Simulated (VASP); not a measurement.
# WC (rocksalt type) (Fm-3m) in VASP: notebook

Runs on WC (rocksalt type). Level: PBE. Tasks: relaxation of cell and atoms.

Everything below comes from runs of VASP 6.6.1. Logs are shortened: lines on timing, memory, paths and dates and some standing lists are left out, and cuts for length are marked.

**1. The cell of the first run**

Symmetry: Fm-3m, No. 225, cubic system. The conventional cell has a = 3.734 Å, b = 3.734 Å, c = 3.734 Å, α = 90.00°, β = 90.00°, γ = 90.00°. W (site symmetry m-3m) has 6 C at 1.87 Å within 2.5 Å. Within 2.5 Å of C (site symmetry m-3m) lie 6 W at 1.87 Å.

**2. Relaxation of cell and atoms, PBE, target pressure 480 GPa, at which the enthalpy is minimised**

The input, INCAR:

```
SYSTEM = WC
ALGO     = Normal         ! electronic algorithm
EDIFF    = 1E-6           ! SCF threshold, eV
EDIFFG   = -0.005         ! ionic threshold
ENCUT    = 600            ! plane-wave cutoff, eV
GGA      = PE             ! functional
IBRION   = 2              ! ionic algorithm
ISIF     = 3              ! what is computed and relaxed
ISMEAR   = -1             ! smearing method
LASPH    = .True.         ! aspherical terms in the spheres
LCHARG   = .False.        ! write CHGCAR
LREAL    = .False.        ! projectors in reciprocal space
LWAVE    = .False.        ! write WAVECAR
NELM     = 100            ! most SCF steps
NSW      = 32             ! ionic steps
PREC     = Accurate       ! precision mode
PSTRESS  = 4800.0       
SIGMA    = 0.1            ! smearing width, eV
```

The input, KPOINTS:

```
k-points
0
Gamma
  18 18 18
  0 0 0
```

The input, POSCAR:

```
WC
1.0
    0.0000000000      1.8667971936      1.8667971936
    1.8667971936      0.0000000000      1.8667971936
    1.8667971936      1.8667971936      0.0000000000
W C
1 1
Direct
    0.0000000000      0.0000000000      0.0000000000
    0.5000000000      0.5000000000      0.5000000000
```

Potentials or basis: VASP PAW PBE potentials, release 64 (W_sv, C).

Started as:

```console
$ cat potpaw_PBE.64/W_sv/POTCAR potpaw_PBE.64/C/POTCAR > POTCAR
$ mpirun -np 1 vasp_std > vasp.out
```

OUTCAR:

```text
SYSTEM = WC
   EDIFF = 1E-6
   EDIFFG = -0.005
   ENCUT = 600
   GGA = PE
   IBRION = 2
   ISIF = 3
   ISMEAR = -1
   LASPH = .True.
   LREAL = .False.
   NELM = 100
   NSW = 32
   PREC = Accurate
   PSTRESS = 4800.0

 ion  position               nearest neighbor table
   1  0.000  0.000  0.000-   2 1.87   2 1.87   2 1.87   2 1.87   2 1.87   2 1.87
   2  0.500  0.500  0.500-   1 1.87   1 1.87   1 1.87   1 1.87   1 1.87   1 1.87

  LATTYP: Found a face centered cubic cell.
 ALAT       =     3.7335943872

  Lattice vectors:

 A1 = (   0.0000000000,   1.8667971936,   1.8667971936)
 A2 = (   1.8667971936,   0.0000000000,   1.8667971936)
 A3 = (   1.8667971936,   1.8667971936,   0.0000000000)

Analysis of symmetry for initial positions (statically):
=====================================================================
 Subroutine PRICEL returns:
 Original cell was already a primitive cell.

 Routine SETGRP: Setting up the symmetry group for a
 face centered cubic supercell.

 Subroutine GETGRP returns: Found 48 space group operations
 (whereof 48 operations were pure point group operations)
 out of a pool of 48 trial point group operations.

The static configuration has the point symmetry O_h .

Analysis of symmetry for dynamics (positions and initial velocities):
=====================================================================
 Subroutine PRICEL returns:
 Original cell was already a primitive cell.

 Routine SETGRP: Setting up the symmetry group for a
 face centered cubic supercell.

 Subroutine GETGRP returns: Found 48 space group operations
 (whereof 48 operations were pure point group operations)
 out of a pool of 48 trial point group operations.

The dynamic configuration has the point symmetry O_h .

 Subroutine INISYM returns: Found 48 space group operations
 (whereof 48 operations are pure point group operations),
 and found     1 'primitive' translations

----------------------------------------------------------------------------------------

                                     Primitive cell

  volume of cell :      13.0113

  direct lattice vectors                    reciprocal lattice vectors
     0.000000000  1.866797194  1.866797194    -0.267838414  0.267838414  0.267838414
     1.866797194  0.000000000  1.866797194     0.267838414 -0.267838414  0.267838414
     1.866797194  1.866797194  0.000000000     0.267838414  0.267838414 -0.267838414

  length of vectors
     2.640049909  2.640049909  2.640049909     0.463909742  0.463909742  0.463909742

  position of ions in fractional coordinates (direct lattice)
     0.000000000  0.000000000  0.000000000
     0.500000000  0.500000000  0.500000000

  ion indices of the primitive-cell ions
   primitive index   ion index
                 1           1
                 2           2

----------------------------------------------------------------------------------------

 KPOINTS: k-points

Automatic generation of k-mesh.
 Grid dimensions read from file:
 generate k-points for:   18   18   18

 Generating k-lattice:

  Cartesian coordinates                     Fractional coordinates (reciprocal lattice)
    -0.014879912  0.014879912  0.014879912     0.055555556  0.000000000  0.000000000
     0.014879912 -0.014879912  0.014879912     0.000000000  0.055555556  0.000000000
     0.014879912  0.014879912 -0.014879912     0.000000000  0.000000000  0.055555556

  Length of vectors
     0.025772763  0.025772763  0.025772763

  Shift w.r.t. Gamma in fractional coordinates (k-lattice)
     0.000000000  0.000000000  0.000000000

 Subroutine IBZKPT returns following result:
 ===========================================

 Found    195 irreducible k-points:

 Following reciprocal coordinates:
            Coordinates               Weight
  0.000000  0.000000  0.000000      1.000000
  0.055556  0.000000  0.000000      8.000000
  0.111111  0.000000  0.000000      8.000000
  0.166667  0.000000  0.000000      8.000000
  0.222222  0.000000  0.000000      8.000000
  0.277778  0.000000  0.000000      8.000000
[... 16 lines left out ...]
 -0.277778  0.055556  0.000000     24.000000
 -0.222222  0.055556  0.000000     24.000000
 [... further k-points ...]
   k-points           NKPTS =    195   k-points in BZ     NKDIM =    195   number of bands    NBANDS=     13
   number of dos      NEDOS =    301   number of ions     NIONS =      2
   total plane-waves  NPLWV =  13824
   dimension x,y,z NGX =    24 NGY =   24 NGZ =   24
   dimension x,y,z NGXF=    48 NGYF=   48 NGZF=   48
   ions per type =               1   1
   NGX,Y,Z   is equivalent  to a cutoff of  15.11, 15.11, 15.11 a.u.
   NGXF,Y,Z  is equivalent  to a cutoff of  30.23, 30.23, 30.23 a.u.
 SYSTEM =  WC
   PREC   = accura    normal or accurate (medium, high low for compatibility)
   ISTART =      0    job   : 0-new  1-cont  2-samecut
   ICHARG =      2    charge: 1-file 2-atom 10-const
   ISPIN  =      1    spin polarized calculation?
   LNONCOLLINEAR =      F non collinear calculations
   LSORBIT =      F    spin-orbit coupling
   LASPH  =      T    aspherical Exc in radial PAW
   ENCUT  =  600.0 eV  44.10 Ry    6.64 a.u.   5.27  5.27  5.27*2*pi/ulx,y,z
   NELM   =    100;   NELMIN=  2; NELMDL= -5     # of ELM steps
   EDIFF  = 0.1E-05   stopping-criterion for ELM
   LREAL  =      F    real-space projection
   EDIFFG = -.5E-02   stopping-criterion for IOM
   NSW    =     32    number of steps for IOM
   IBRION =      2    ionic relax: 0-MD 1-quasi-New 2-CG
   NFREE  =      1    steps in history (QN), initial steepest desc. (CG)
   ISIF   =      3    stress and relaxation
   ISYM   =      2    0-nonsym 1-usesym 2-fastsym
   POTIM  = 0.5000    time-step for ionic-motion
   TEBEG  =    0.0;   TEEND  =   0.0 temperature during run
   PSTRESS= 4800.0 pullay stress
   NELECT =      18.0000    total number of electrons
   NUPDOWN=      -1.0000    fix difference up-down
   EMIN   =  10.00;   EMAX   =-10.00  energy-range for DOS
   EFERMI =   0.00;   METHOD = LEGACY
   ISMEAR =    -1;   SIGMA  =   0.10  broadening in eV -4-tet -1-fermi 0-gaus
   EFERMI_NEDOS =   21; number of points for ismear=-14 and -15
   IALGO  =     38    algorithm
   IMIX   =      4    mixing-type and parameters
     AMIX     =   0.40;   BMIX     =  1.00
     AMIX_MAG =   1.60;   BMIX_MAG =  1.00
  volume/ion in A,a.u.               =       6.51        43.90
  Fermi-wavevector in a.u.,A,eV,Ry     =   1.824142  3.447128 45.273281  3.327492
  Thomas-Fermi vector in A             =   2.879938
   LORBIT       =      0    0 simple, 1 ext, 2 COOP (PROOUT), +10 PAW based schemes
   GGA     = PE    functional components
   LHFCALC =     F    Hartree Fock is set to
   AEXX    =    0.0000 exact exchange contribution
   IVDW    =     0    specifies the selected vdW correction
   LEPSILON=     F    determine dielectric tensor
   LRPA    =     F    only Hartree local field effects (RPA)
 conjugate gradient relaxation of ions
 non-spin polarized calculation
  energy-cutoff  :      600.00
  volume of cell :       13.01
 maximum number of plane-waves:       448
 NGX is ok and might be reduce to    24
   NGX = 11   NGY = 11   NGZ = 11

--------------------------------------- Ionic step        1  -------------------------------------------

 number of electron      18.0000001 magnetization

 Free energy of the ion-electron system (eV)
  ---------------------------------------------------
  ext. energy  EPLUGINS =         0.00000000
  ---------------------------------------------------
  free energy    TOTEN  =       -13.49967985 eV

  energy without entropy =      -13.48423372  energy(sigma->0) =      -13.49195679

------------------------ aborting loop because EDIFF is reached ----------------------------------------

  FORCE on cell =-STRESS in cart. coord.  units (eV):
  Direction    XX          YY          ZZ          XY          YZ          ZX
  --------------------------------------------------------------------------------------
  -------------------------------------------------------------------------------------
  Total       39.5574367     39.5574367     39.5574367     -0.0000000     -0.0000000      0.0000000
  in kB     4870.9908153   4870.9908153   4870.9908153     -0.0000000     -0.0000000      0.0000000
  external PRESSURE =      70.9908153 kB  Pullay stress =    4800.0000000 kB
[... 61 lines left out ...]
  enthalpy is  TOTEN    =        25.5949366423 eV   P V=       40.6298894183

--------------------------------------- Ionic step        3  -------------------------------------------

 number of electron      18.0000001 magnetization

 Free energy of the ion-electron system (eV)
  ---------------------------------------------------
  ext. energy  EPLUGINS =         0.00000000
  ---------------------------------------------------
  free energy    TOTEN  =       -13.64267645 eV

  energy without entropy =      -13.62717585  energy(sigma->0) =      -13.63492615

 E-fermi :  20.9651     XC(G=0): -16.5872

 val. band max:       20.9395219395   @ k =   0.3333   0.1111   0.0556
 cond. band min:      20.9860415807   @ k =   0.2222   0.1111   0.0556
 fundamental gap:      0.0465196412
 Fermi energy:        20.9651062956

 k-point     1 :       0.0000    0.0000    0.0000
  band No.  band energies     occupation
      1     -54.4581      2.00000
      2     -18.0147      2.00000
      3     -18.0147      2.00000
      4     -18.0147      2.00000
      5       1.2067      2.00000
      6      15.9091      2.00000
      7      15.9091      2.00000
      8      15.9091      2.00000
      9      18.8677      2.00000
     10      18.8677      2.00000
     11      18.8677      2.00000
     12      19.5505      2.00000
     13      19.5505      2.00000
[... 353 lines left out ...]
 k-point    24 :      -0.2222    0.0556    0.0000
  band No.  band energies     occupation
      1     -54.2897      2.00000
      2     -19.5935      2.00000
      3     -18.2723      2.00000
      4     -18.1025      2.00000
      5       4.0617      2.00000
      6      11.9070      2.00000
      7      12.2871      2.00000
      8      12.9134      2.00000
      9      18.2338      2.00000
     10      19.6065      2.00000
     11      21.1263      0.33265
     12      27.2113      0.00000
     13      29.6453      0.00000

 [... further k-points ...]
[... 5 lines left out ...]
  --------------------------------------------------------------------------------------
  -------------------------------------------------------------------------------------
  Total       39.1212592     39.1212592     39.1212592     -0.0000000      0.0000000      0.0000000
  in kB     4799.8037022   4799.8037022   4799.8037022     -0.0000000      0.0000000      0.0000000
  external PRESSURE =      -0.1962978 kB  Pullay stress =    4800.0000000 kB
[... 17 lines left out ...]
  FREE ENERGIE OF THE ION-ELECTRON SYSTEM (eV)
  ---------------------------------------------------
  free  energy   TOTEN  =       -13.6426764476 eV

  energy  without entropy=      -13.6271758521  energy(sigma->0) =      -13.63492615

  enthalpy is  TOTEN    =        25.4801826603 eV   P V=       39.1228591078

 reached required accuracy - stopping structural energy minimisation
```

Run time: 36 s. Hardware: 1 thread of Intel Xeon 6975P-C (Granite Rapids), shared host; peak memory 0.18 GiB.

What came out:

| Quantity | Value |
| --- | --- |
| Free energy | -13.6427 eV |
| Relaxed volume | 6.53 Å³/atom |
| Relaxed cell | a = 2.643 Å, b = 2.643 Å, c = 2.643 Å, α = 60.00°, β = 60.00°, γ = 60.00° |
| Space group after relaxing (to 0.1 Å) | Fm-3m (No. 225) |
| Energy change on relaxing (the run minimises the enthalpy) | -71.5 meV/atom |
| Ionic steps | 3 |
| Pressure after relaxing | 480.0 GPa |

The path:
| step | energy change (eV) | largest force (eV/Å) | pressure (GPa) | volume (Å³) |
| --- | --- | --- | --- | --- |
| 1 | 0.0000 | 0.0000 | 487.10 | 13.01 |
| 2 | -1.5353 | 0.0000 | 408.86 | 13.56 |
| 3 | -0.1430 | 0.0000 | 479.98 | 13.06 |

Final structure:
```
W C
1.0
     0.00000    1.86906    1.86906
     1.86906    0.00000    1.86906
     1.86906    1.86906    0.00000
W C
1 1
Direct
  0.00000 0.00000 0.00000
  0.50000 0.50000 0.50000
```

Levels at points of the mesh, in eV from the Fermi level:
| k point | band 7 | band 8 | band 9 | band 10 | band 11 | band 12 |
| --- | --- | --- | --- | --- | --- | --- |
| (0.00, 0.00, 0.00) | -5.06 | -5.06 | -2.10 | -2.10 | -2.10 | -1.41 |
| (0.50, 0.00, 0.00) | -10.76 | -10.66 | 2.50 | 2.50 | 5.04 | 5.61 |
| (0.50, 0.50, 0.00) | -5.26 | -2.76 | -2.76 | 2.24 | 5.08 | 5.08 |

Caveat: the cell is relaxed towards a set pressure, so the run minimises the enthalpy, not the energy; the highest band is partly filled, so the run has too few bands; spin-orbit coupling is left out, which moves the levels of the heavy elements.

[end of part 1 of 2]
